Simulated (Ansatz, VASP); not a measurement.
One calculation of Hf, two programs

INCAR

```
PREC = Accurate
ENCUT = 520
EDIFF = 1E-6
ISMEAR = -1
SIGMA = 0.05
LREAL = F
LASPH = T
NELM = 100
ALGO = Normal
ISIF = 2
LWAVE = F
LCHARG = F
GGA = PE
NBANDS = 11
```

The input KPOINTS:

```
Automatic mesh
0
Gamma
  14 14 14
```

File POSCAR:

```
Hf
1.0
   -1.7928855410      1.7928855410      1.7928855410
    1.7928855410     -1.7928855410      1.7928855410
    1.7928855410      1.7928855410     -1.7928855410
Hf
1
Direct
    0.0000000000      0.0000000000      0.0000000000
```

Input for Ansatz:

```yaml
crystal:
  lattice:
    - [-1.792885541, 1.792885541, 1.792885541]
    - [1.792885541, -1.792885541, 1.792885541]
    - [1.792885541, 1.792885541, -1.792885541]
  atoms:
    - { symbol: Hf, position: [0.0, 0.0, 0.0] }
kpoints:
  mp_grid: { grid: [14, 14, 14] }
scf:
  occupations: { method: fermi_dirac, width: 0.05 }
hamiltonian:
  xc: pbe
  pseudopotentials: { kind: all_electron, lapw: { basis_error: 0.0005 } }
output:
  forces: true
  stress: true
  eigenvalues: true
```

Change from the starting cell: volume scaled by 0.98.

Alike in both runs: task single point; functional PBE; k mesh 14 × 14 × 14; occupations fermi-dirac, width 0.05 eV; no spin polarisation.

|  | VASP | Ansatz |
| --- | --- | --- |
| version | VASP 6.6.1 | Ansatz 0.2.0 |
| potentials or method | VASP PAW PBE potentials, release 64 (Hf_pv), cutoff 520 eV | all-electron LAPW, scalar-relativistic |

Ansatz gave:

| Quantity | Value |
| --- | --- |
| pressure (GPa) | -3.1 |

Q: What did VASP give for the same quantities?

A: Pressure (GPa): -3.5.

Ansatz ran all-electron here, and VASP with PAW potentials.

Spin-orbit coupling is off throughout.
